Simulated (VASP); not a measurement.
Crystal: CsCl.

```
Cs Cl
1.0
     4.14068    0.00000    0.00000
     0.00000    4.14068    0.00000
     0.00000    0.00000    4.14068
Cs Cl
1 1
Cartesian
  0.0000 0.0000 0.0000
  2.0703 2.0703 2.0703
```

Base run:

| Item | Value |
| --- | --- |
| Program | VASP 6.6.1 |
| Functional | HSE06 |
| Potentials or basis | VASP PAW PBE potentials, release 64 (Cs_sv, Cl) |
| Cutoff | 400 eV |
| k mesh | 4 × 4 × 4 |
| Occupations | gaussian, width 0.01 eV |
| Spin | no spin polarisation |

Its results: band gap on the k mesh 6.51 eV; pressure 0.4 GPa.

The run is repeated on the same cell with these changes: functional from HSE06 to PBE; cutoff from 400 eV to 500 eV. What comes out?

Band gap on the k mesh 5.20 eV; pressure 0.8 GPa.

Caveats: spin-orbit coupling is left out, which moves the levels of the heavy elements; the PAW data sets were made with another functional, which shifts forces and pressure a little (at least some runs).

